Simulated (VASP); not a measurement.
Write the native input for VASP 6.6.1 that does the following.

| Quantity | Value |
| --- | --- |
| Task | single point |
| Functional | r2SCAN |
| Potentials or basis | VASP PAW PBE potentials, release 64 (Li_sv, H) |
| Cutoff | 520 eV |
| k mesh | 12 × 12 × 6 |
| Occupations | gaussian, width 0.01 eV |
| Spin | no spin polarisation |
| Dipole correction | no |
| Further INCAR settings | ALGO = Normal; EDIFF = 1e-07; NBANDS = 12 |

LiH:

```
Li H
1.0
     3.25482    0.00000    0.00000
    -1.62741    2.81876    0.00000
     0.00000    0.00000    4.06907
Li H
2 2
Direct
  0.33333 0.66667 0.25000
  0.66667 0.33333 0.75000
  0.66667 0.33333 0.25000
  0.33333 0.66667 0.75000
```

The input as run:

POSCAR

```
LiH
1.0
    3.2548234050      0.0000000000      0.0000000000
   -1.6274117025      2.8187597536      0.0000000000
    0.0000000000      0.0000000000      4.0690682714
Li H
2 2
Direct
    0.3333333333      0.6666666667      0.2500000000
    0.6666666667      0.3333333333      0.7500000000
    0.6666666667      0.3333333333      0.2500000000
    0.3333333333      0.6666666667      0.7500000000
```

INCAR.step1

```
SYSTEM = LiH
PREC = Accurate ; ENCUT = 520
ISMEAR = 0 ; SIGMA = 0.01
LREAL = .False. ; LASPH = .True.
NELM = 60 ; NBANDS = 12
GGA = PE ; ALGO = Normal
EDIFF = 1E-4 ; LWAVE = .True.
LCHARG = .False.
```

INCAR.step2

```
SYSTEM = LiH
PREC = Accurate ; ENCUT = 520
EDIFF = 1E-7 ; ISMEAR = 0
SIGMA = 0.01 ; LREAL = .False.
LASPH = .True. ; NELM = 60
ALGO = Normal ; ISIF = 2
LWAVE = .False. ; LCHARG = .True.
METAGGA = R2SCAN ; LMIXTAU = .True.
LELF = .True. ; LVHAR = .True.
NBANDS = 12 ; ISTART = 1
```

KPOINTS

```
Automatic mesh
0
Gamma
  12 12 6
  0 0 0
```

Potentials or basis: VASP PAW PBE potentials, release 64 (Li_sv, H).

Command:

```sh
$ cat potpaw_PBE.64/Li_sv/POTCAR potpaw_PBE.64/H/POTCAR > POTCAR
$ cp INCAR.step1 INCAR
$ mpirun -np 1 vasp_std > vasp.out
$ cp INCAR.step2 INCAR
$ mpirun -np 1 vasp_std > vasp.out
```

Results of the run:

- Band gap on the k mesh: 2.30 eV (least direct gap 3.61 eV)

Wall time 88 s on 1 thread of Intel Xeon 8259CL (shared host), peak memory 0.16 GiB.
